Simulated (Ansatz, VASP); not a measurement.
CsI in VASP and in Ansatz

```
Cs I
1.0
     4.66602    0.00000    0.00000
     0.00000    4.66602    0.00000
     0.00000    0.00000    4.66602
Cs I
1 1
Direct
  0.00000 0.00000 0.00000
  0.50000 0.50000 0.50000
```

Alike in both runs: functional PBE; k mesh 6 × 6 × 6; no spin polarisation.

Ansatz relaxed the structure, and its values are those at the end. VASP's run is a single point on that final structure, the one shown.

|  | VASP | Ansatz |
| --- | --- | --- |
| version | VASP 6.6.1 | Ansatz 0.2.0 |
| potentials or method | VASP PAW PBE potentials, release 64 (Cs_sv, I), cutoff 500 eV | scalar-relativistic, plane waves, PAW |
| occupations | gaussian, width 0.01 eV | fixed |
| valence electrons in the cell | 16 | 26 |

Ansatz gave:

- gap on the k mesh at the Fermi level (eV): 3.69
- least direct gap on the mesh (eV): 3.78
- pressure (GPa): 0.0

**Question.** Which values does VASP return?

**Answer.** gap on the k mesh at the Fermi level (eV): 3.68; least direct gap on the mesh (eV): 3.77; pressure (GPa): 0.0.

VASP's potentials hold 16 valence electrons a cell and Ansatz's 26, so a difference there can come from the potentials and not from the codes.

Spin-orbit coupling is off throughout.
